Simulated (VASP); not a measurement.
# KBr: single point with PBE

The system is KBr.

```
K Br
1.0
     0.00000    3.30225    3.45118
     3.30225    0.00000    3.45118
     3.30225    3.30225    0.00000
K Br
1 1
Direct
  0.00000 0.00000 0.00000
  0.50000 0.50000 0.50000
```

This cell differs from its parent crystal: uniaxial z strain +4.5%.

```json
{"Program": "VASP 6.6.1", "Task": "single point", "Functional": "PBE", "Potentials or basis": "VASP PAW PBE potentials, release 64 (K_sv, Br)", "Cutoff": "520 eV", "k mesh": "6 × 6 × 6", "Occupations": "fermi-dirac, width 0.02 eV", "Spin": "no spin polarisation", "Dipole correction": "no", "Further INCAR settings": "ALGO = Normal; EDIFF = 1e-07; NBANDS = 15"}
```

| Property | Result |
| --- | --- |
| Pressure | 0.1 GPa |
| Band gap on the k mesh | 4.31 eV, direct |

Stress tensor (GPa, compression positive):
```
 0.47  0.00  0.00
 0.00  0.47  0.00
 0.00  0.00 -0.58
```

Levels at points of the mesh, in eV from the valence-band top:
| k point | band 5 | band 6 | band 7 | band 8 | band 9 | band 10 | band 11 | band 12 |
| --- | --- | --- | --- | --- | --- | --- | --- | --- |
| (0.00, 0.00, 0.00) | -11.35 | -0.01 | 0.00 | 0.00 | 4.31 | 7.42 | 7.68 | 7.68 |
| (0.50, 0.00, 0.00) | -11.12 | -1.10 | -0.31 | -0.30 | 6.48 | 8.04 | 9.63 | 9.65 |
| (0.50, 0.50, 0.00) | -11.38 | -0.80 | -0.24 | -0.24 | 5.94 | 7.00 | 9.08 | 9.23 |
| (0.50, 0.00, 0.50) | -11.39 | -0.75 | -0.31 | -0.27 | 5.89 | 7.05 | 9.32 | 9.33 |

Wall time 18 s on 1 thread of Intel(R) Xeon(R) Platinum 8488C (Sapphire Rapids), with other jobs on the host, peak memory 0.21 GiB.

Caveat: the cell differs from its parent crystal (uniaxial z strain +4.5%).
